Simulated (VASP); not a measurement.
Tl3Ge2H:

```xyz
6
Lattice="6.4855 0.0000 0.0000 -3.2427 5.6166 0.0000 0.0000 0.0000 3.8122" Properties=species:S:1:pos:R:3 pbc="T T T"
Tl   -1.6214    2.8083    0.0000
Tl    3.2427    0.0000    0.0000
Tl    1.6214    2.8083    0.0000
Ge    0.0000    3.7444    1.9061
Ge    3.2427    1.8722    1.9061
H     0.0000    0.0000    1.9061
```

The cell was built from a structure type or drawn by symmetry, and may not be a known phase.

| Quantity | Value |
| --- | --- |
| Program | VASP 6.6.1 |
| Task | relaxation of cell and atoms |
| Functional | PBE |
| Potentials or basis | VASP PAW PBE potentials, release 64 (Tl_d, Ge_d, H) |
| Cutoff | 600 eV |
| k mesh | 3 × 3 × 4 |
| Occupations | gaussian, width 0.1 eV |
| Spin | no spin polarisation |

At the start: pressure 15.6 GPa; volume 23.14 Å³/atom.

Task: Where does the relaxation end?

Result: Over 3 steps the energy falls by 296.6 meV/atom and the volume is 30.95 Å³/atom (+33.7 %); space group P6/mmm (No. 191, to 0.1 Å) before and after.

The path:
```
step  energy change (eV)  largest force (eV/Å)  pressure (GPa)  volume (Å³)
   1              0.0000                0.0000           15.58       138.87
   2             -1.7768                0.0000           -0.35       189.11
   3             -1.7796                0.0000            0.11       185.71
```

Final structure:
```
CELL_PARAMETERS angstrom
7.06215 0.00000 0.00000
-3.53108 6.11600 0.00000
0.00000 0.00000 4.29956
ATOMIC_POSITIONS crystal
Tl 0.00000 0.50000 0.00000
Tl 0.50000 0.00000 0.00000
Tl 0.50000 0.50000 0.00000
Ge 0.33333 0.66667 0.50000
Ge 0.66667 0.33333 0.50000
H 0.00000 0.00000 0.50000
```

Caveat: the k points lie up to 0.37 Å⁻¹ apart in the final cell; the volume moved by over 15 % at a fixed basis, so the end points are rough.
